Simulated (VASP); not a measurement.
# AlN: single point with PBE

Crystal: AlN.

```
CELL_PARAMETERS angstrom
3.12976 0.00000 0.00000
-1.56488 2.71045 0.00000
0.00000 0.00000 5.01740
ATOMIC_POSITIONS crystal
Al 0.66710 0.33293 0.50002
Al 0.33293 0.66710 0.00002
N 0.66392 0.33604 0.87998
N 0.33604 0.66392 0.37998
```

```json
{
 "Program": "VASP 6.6.1",
 "Task": "single point",
 "Functional": "PBE",
 "Potentials or basis": "VASP PAW PBE potentials, release 64 (Al, N)",
 "Cutoff": "600 eV",
 "k mesh": "10 × 10 × 6",
 "Occupations": "fermi-dirac, width 0.01 eV",
 "Spin": "no spin polarisation",
 "Dipole correction": "no",
 "Further INCAR settings": "ALGO = Normal; EDIFF = 1e-06; NBANDS = 16"
}
```

```
Pressure               : -0.2 GPa
Largest force          : 0.228 eV/Å
Band gap on the k mesh : 4.07 eV
```

Forces in eV/Å, atoms in the order of the input:
```
Al   0.115 -0.068 -0.094
Al  -0.116  0.065 -0.094
N    0.180 -0.102  0.094
N   -0.179  0.105  0.094
```

Stress tensor (GPa, compression positive):
```
-0.12 -0.81  0.00
-0.81 -1.06  0.00
 0.00  0.00  0.43
```

Levels at points of the mesh, in eV from the valence-band top:
```
           k point  band 5  band 6  band 7  band 8  band 9  band 10  band 11  band 12
(0.00, 0.00, 0.00)   -0.77   -0.17   -0.16    0.00    4.07     6.53    10.46    11.02
(0.50, 0.00, 0.00)   -3.30   -2.03   -1.70   -0.66    5.72     5.80     8.03    10.18
(0.50, 0.50, 0.00)   -3.24   -2.00   -1.81   -0.63    5.75     5.88     8.09    10.15
(0.00, 0.00, 0.50)   -0.52   -0.52   -0.47   -0.47    6.33     6.33    10.19    10.19
(0.50, 0.00, 0.50)   -1.42   -1.42   -1.34   -1.34    5.28     5.28     9.17     9.17
(0.50, 0.50, 0.50)   -1.39   -1.39   -1.31   -1.31    5.23     5.23     9.20     9.20
```

Run time: 3.1 min on 1 thread of AMD EPYC 7R13 Processor (Zen 3), on a shared host, peak memory 0.22 GiB.

A k mesh can miss the band edges.
